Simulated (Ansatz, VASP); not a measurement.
Ni: VASP beside Ansatz

```
Ni
1.0
    -1.34191    1.34191    1.34191
     1.34191   -1.34191    1.34191
     1.34191    1.34191   -1.34191
Ni
1
Direct
  0.00000 0.00000 0.00000
```

Alike in both runs: task single point; functional PBE; k mesh 18 × 18 × 18; occupations fermi-dirac, width 0.05 eV; collinear spin.

```csv
,VASP,Ansatz
version,VASP 6.6.1,Ansatz 0.2.0
potentials or method,"VASP PAW PBE potentials, release 64 (Ni), cutoff 600 eV","plane waves (420 eV) with PAW, scalar-relativistic"
valence electrons in the cell,10,18
```

|  | VASP | Ansatz | Ansatz less VASP |
| --- | --- | --- | --- |
| net moment per atom (μB) | 0.01 | 0.00 | -0.007 |

With one functional, cell and mesh, what is left measures potentials, basis and numerics. VASP's potentials hold 10 valence electrons a cell and Ansatz's 18, so a difference there can come from the potentials and not from the codes. Ansatz's warnings: seeded moment not kept.
